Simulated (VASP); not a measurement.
# Rh (I4/mmm) in VASP: notebook

Runs on Rh. Level: PBEsol. Tasks: single point.

Everything below comes from runs of VASP 6.6.1. Logs are shortened: lines on timing, memory, paths and dates and some standing lists are left out, and cuts for length are marked.

**1. The cell of the first run**

The structure is tetragonal, space group I4/mmm (No. 139). The conventional cell has a = 2.635 Å, b = 2.635 Å, c = 3.803 Å, α = 90.00°, β = 90.00°, γ = 90.00°. Within 3.5 Å of Rh (site symmetry 4/mmm) lie 12 Rh at 2.64 to 2.66 Å.

**2. Single point, PBEsol (equal xx and yy strain of -2 %)**

Contents of INCAR:

```
PREC = Accurate ; ENCUT = 520
EDIFF = 1E-6 ; ISMEAR = -1
SIGMA = 0.08 ; LREAL = F
LASPH = T ; NELM = 100
ALGO = Normal ; ISIF = 2
LWAVE = F ; LCHARG = F
GGA = PS ; NBANDS = 14
```

Contents of KPOINTS:

```
Automatic mesh
0
Gamma
  16 16 16
```

Contents of POSCAR:

```
Rh
1.0
    0.0000000000      1.8635190000      1.9015500000
    1.8635190000      0.0000000000      1.9015500000
    1.8635190000      1.8635190000      0.0000000000
Rh
1
Direct
    0.0000000000      0.0000000000      0.0000000000
```

Potentials or basis: VASP PAW PBE potentials, release 64 (Rh_pv).

Started as:

```sh
cat potpaw_PBE.64/Rh_pv/POTCAR > POTCAR
mpirun -np 1 vasp_std > vasp.out
```

OUTCAR:

```text
PREC = Accurate
   ENCUT = 520
   EDIFF = 1E-6
   ISMEAR = -1
   LREAL = F
   LASPH = T
   NELM = 100
   ISIF = 2
   GGA = PS

 ion  position               nearest neighbor table
   1  0.000  0.000  0.000-

  LATTYP: Found a body centered tetragonal cell.
 ALAT       =     2.6354138435
 C/A-ratio  =     1.4430750636

  Lattice vectors:

 A1 = (  -1.8635190000,   0.0000000000,   1.9015500000)
 A2 = (   1.8635190000,   0.0000000000,   1.9015500000)
 A3 = (   0.0000000000,   1.8635190000,  -1.9015500000)

Analysis of symmetry for initial positions (statically):
=====================================================================
 Subroutine PRICEL returns:
 Original cell was already a primitive cell.

 Routine SETGRP: Setting up the symmetry group for a
 body centered tetragonal supercell.

 Subroutine GETGRP returns: Found 16 space group operations
 (whereof 16 operations were pure point group operations)
 out of a pool of 16 trial point group operations.

The static configuration has the point symmetry D_4h.

Analysis of symmetry for dynamics (positions and initial velocities):
=====================================================================
 Subroutine PRICEL returns:
 Original cell was already a primitive cell.

 Routine SETGRP: Setting up the symmetry group for a
 body centered tetragonal supercell.

 Subroutine GETGRP returns: Found 16 space group operations
 (whereof 16 operations were pure point group operations)
 out of a pool of 16 trial point group operations.

The dynamic configuration has the point symmetry D_4h.

 Subroutine INISYM returns: Found 16 space group operations
 (whereof 16 operations are pure point group operations),
 and found     1 'primitive' translations

----------------------------------------------------------------------------------------

                                     Primitive cell

  volume of cell :      13.2070

  direct lattice vectors                    reciprocal lattice vectors
     0.000000000  1.863519000  1.901550000    -0.268309580  0.268309580  0.262943388
     1.863519000  0.000000000  1.901550000     0.268309580 -0.268309580  0.262943388
     1.863519000  1.863519000  0.000000000     0.268309580  0.268309580 -0.262943388

  length of vectors
     2.662441636  2.662441636  2.635413844     0.461648445  0.461648445  0.461648445

  position of ions in fractional coordinates (direct lattice)
     0.000000000  0.000000000  0.000000000

  ion indices of the primitive-cell ions
   primitive index   ion index
                 1           1

----------------------------------------------------------------------------------------

 KPOINTS: Automatic mesh

Automatic generation of k-mesh.
 Grid dimensions read from file:
 generate k-points for:   16   16   16

 Generating k-lattice:

  Cartesian coordinates                     Fractional coordinates (reciprocal lattice)
    -0.016769349  0.016769349  0.016433962     0.062500000 -0.000000000  0.000000000
     0.016769349 -0.016769349  0.016433962    -0.000000000  0.062500000  0.000000000
     0.016769349  0.016769349 -0.016433962     0.000000000  0.000000000  0.062500000

  Length of vectors
     0.028853028  0.028853028  0.028853028

  Shift w.r.t. Gamma in fractional coordinates (k-lattice)
     0.000000000  0.000000000  0.000000000

 Subroutine IBZKPT returns following result:
 ===========================================

 Found    349 irreducible k-points:

 Following reciprocal coordinates:
            Coordinates               Weight
  0.000000  0.000000  0.000000      1.000000
  0.062500  0.000000  0.000000      8.000000
  0.125000  0.000000  0.000000      8.000000
  0.187500  0.000000  0.000000      8.000000
  0.250000  0.000000  0.000000      8.000000
  0.312500  0.000000  0.000000      8.000000
[... 16 lines left out ...]
 -0.125000  0.062500  0.000000      8.000000
 -0.062500  0.062500  0.000000      4.000000
 [... further k-points ...]
   k-points           NKPTS =    349   k-points in BZ     NKDIM =    349   number of bands    NBANDS=     14
   number of dos      NEDOS =    301   number of ions     NIONS =      1
   total plane-waves  NPLWV =   8000
   dimension x,y,z NGX =    20 NGY =   20 NGZ =   20
   dimension x,y,z NGXF=    40 NGYF=   40 NGZF=   40
   ions per type =               1
   NGX,Y,Z   is equivalent  to a cutoff of  12.49, 12.49, 12.62 a.u.
   NGXF,Y,Z  is equivalent  to a cutoff of  24.98, 24.98, 25.23 a.u.
 SYSTEM =  unknown system
   PREC   = accura    normal or accurate (medium, high low for compatibility)
   ISTART =      0    job   : 0-new  1-cont  2-samecut
   ICHARG =      2    charge: 1-file 2-atom 10-const
   ISPIN  =      1    spin polarized calculation?
   LNONCOLLINEAR =      F non collinear calculations
   LSORBIT =      F    spin-orbit coupling
   LASPH  =      T    aspherical Exc in radial PAW
   ENCUT  =  520.0 eV  38.22 Ry    6.18 a.u.   4.95  4.95  4.90*2*pi/ulx,y,z
   NELM   =    100;   NELMIN=  2; NELMDL= -5     # of ELM steps
   EDIFF  = 0.1E-05   stopping-criterion for ELM
   LREAL  =      F    real-space projection
   EDIFFG = 0.1E-04   stopping-criterion for IOM
   NSW    =      0    number of steps for IOM
   IBRION =     -1    ionic relax: 0-MD 1-quasi-New 2-CG
   NFREE  =      0    steps in history (QN), initial steepest desc. (CG)
   ISIF   =      2    stress and relaxation
   ISYM   =      2    0-nonsym 1-usesym 2-fastsym
   POTIM  = 0.5000    time-step for ionic-motion
   TEBEG  =    0.0;   TEEND  =   0.0 temperature during run
   PSTRESS=    0.0 pullay stress
   NELECT =      15.0000    total number of electrons
   NUPDOWN=      -1.0000    fix difference up-down
   EMIN   =  10.00;   EMAX   =-10.00  energy-range for DOS
   EFERMI =   0.00;   METHOD = LEGACY
   ISMEAR =    -1;   SIGMA  =   0.08  broadening in eV -4-tet -1-fermi 0-gaus
   EFERMI_NEDOS =   21; number of points for ismear=-14 and -15
   IALGO  =     38    algorithm
   IMIX   =      4    mixing-type and parameters
     AMIX     =   0.40;   BMIX     =  1.00
     AMIX_MAG =   1.60;   BMIX_MAG =  1.00
  volume/ion in A,a.u.               =      13.21        89.13
  Fermi-wavevector in a.u.,A,eV,Ry     =   1.708061  3.227768 39.694635  2.917473
  Thomas-Fermi vector in A             =   2.786799
   LORBIT       =      0    0 simple, 1 ext, 2 COOP (PROOUT), +10 PAW based schemes
   GGA     = PS    functional components
   LHFCALC =     F    Hartree Fock is set to
   AEXX    =    0.0000 exact exchange contribution
   IVDW    =     0    specifies the selected vdW correction
   LEPSILON=     F    determine dielectric tensor
   LRPA    =     F    only Hartree local field effects (RPA)
 non-spin polarized calculation
  energy-cutoff  :      520.00
  volume of cell :       13.21
 maximum number of plane-waves:       368
   NGX =  9   NGY =  9   NGZ =  9

 number of electron      15.0000002 magnetization

 Free energy of the ion-electron system (eV)
  ---------------------------------------------------
  ext. energy  EPLUGINS =         0.00000000
  ---------------------------------------------------
  free energy    TOTEN  =        -8.14163269 eV

  energy without entropy =       -8.11390608  energy(sigma->0) =       -8.12776939

 E-fermi :  12.5040     XC(G=0): -14.4782

 val. band max:       12.5032404191   @ k =   0.3125   0.1875   0.0000
 cond. band min:      12.5063331149   @ k =  -0.3750   0.2500   0.0000
 fundamental gap:      0.0030926958
 Fermi energy:        12.5040467438

 k-point     1 :       0.0000    0.0000    0.0000
  band No.  band energies     occupation
      1     -33.8980      2.00000
      2     -33.8867      2.00000
      3     -33.8867      2.00000
      4       4.1539      2.00000
      5       9.0626      2.00000
      6       9.2977      2.00000
      7       9.2977      2.00000
      8      11.3221      2.00000
      9      11.6081      1.99997
     10      28.4112      0.00000
     11      32.7674      0.00000
     12      33.6519      0.00000
     13      34.3087      0.00000
     14      34.3087      0.00000

 k-point     2 :       0.0625    0.0000    0.0000
  band No.  band energies     occupation
      1     -33.9248      2.00000
      2     -33.8983      2.00000
      3     -33.8907      2.00000
      4       4.3179      2.00000
      5       9.0657      2.00000
      6       9.2842      2.00000
      7       9.3629      2.00000
      8      11.2894      2.00000
      9      11.5654      1.99998
     10      28.6588      0.00000
     11      32.7633      0.00000
     12      33.1591      0.00000
     13      34.1815      0.00000
     14      34.5574      0.00000

 k-point     3 :       0.1250    0.0000    0.0000
  band No.  band energies     occupation
      1     -34.0188      2.00000
      2     -33.9132      2.00000
      3     -33.9020      2.00000
      4       4.7806      2.00000
      5       8.9484      2.00000
      6       9.3834      2.00000
      7       9.5287      2.00000
      8      11.2347      2.00000
      9      11.4762      1.99999
     10      29.3045      0.00000
     11      31.5093      0.00000
     12      32.7712      0.00000
     13      34.8271      0.00000
     14      35.2729      0.00000
[... 324 lines left out ...]
 k-point    23 :      -0.1250    0.0625    0.0000
  band No.  band energies     occupation
      1     -34.0784      2.00000
      2     -33.9456      2.00000
      3     -33.9008      2.00000
      4       5.1288      2.00000
      5       8.8285      2.00000
      6       9.4744      2.00000
      7       9.6445      2.00000
      8      11.1997      2.00000
      9      11.4748      1.99999
     10      29.7351      0.00000
     11      30.8941      0.00000
     12      32.7707      0.00000
     13      34.2116      0.00000
     14      36.3245      0.00000

 k-point    24 :      -0.0625    0.0625    0.0000
  band No.  band energies     occupation
      1     -33.9710      2.00000
      2     -33.9213      2.00000
      3     -33.8917      2.00000
      4       4.5882      2.00000
      5       9.0609      2.00000
      6       9.2816      2.00000
      7       9.4520      2.00000
      8      11.3673      2.00000
      9      11.3905      2.00000
     10      29.0476      0.00000
     11      32.4707      0.00000
     12      32.7807      0.00000
     13      33.7927      0.00000
     14      35.2347      0.00000

 [... further k-points ...]
[... 5 lines left out ...]
  --------------------------------------------------------------------------------------
  -------------------------------------------------------------------------------------
  Total        0.7443871      0.7443871      0.2845632      0.0000000      0.0000000      0.0000000
  in kB       90.3033844     90.3033844     34.5210461      0.0000000      0.0000000      0.0000000
  external PRESSURE =      71.7092717 kB  Pullay stress =       0.0000000 kB

 VOLUME and BASIS-vectors are now :
 -----------------------------------------------------------------------------
  energy-cutoff  :      520.00
  volume of cell :       13.21
      direct lattice vectors                 reciprocal lattice vectors
     0.000000000  1.863519000  1.901550000    -0.268309580  0.268309580  0.262943388
     1.863519000  0.000000000  1.901550000     0.268309580 -0.268309580  0.262943388
     1.863519000  1.863519000  0.000000000     0.268309580  0.268309580 -0.262943388

 POSITION                                       TOTAL-FORCE (eV/Angst)
 -----------------------------------------------------------------------------------
      0.00000      0.00000      0.00000        -0.000000      0.000000      0.000000
 -----------------------------------------------------------------------------------
    total drift:                               -0.000000     -0.000000     -0.000000

  FREE ENERGIE OF THE ION-ELECTRON SYSTEM (eV)
  ---------------------------------------------------
  free  energy   TOTEN  =        -8.1416326912 eV

  energy  without entropy=       -8.1139060814  energy(sigma->0) =       -8.12776939
```

Run time: 1.7 min. Hardware: 1 thread of AMD EPYC 7R13, shared host; peak memory 0.14 GiB.

Results:

```
Free energy : -8.1416 eV
Pressure    : 7.2 GPa
```

Stress tensor (GPa, compression positive):
```
9.03 0.00 0.00
0.00 9.03 0.00
0.00 0.00 3.45
```

Caveat: the cell differs from its parent crystal (equal xx and yy strain of -2 %); the PAW data sets were made with another functional, which shifts forces and pressure a little.

[end of part 1 of 2]
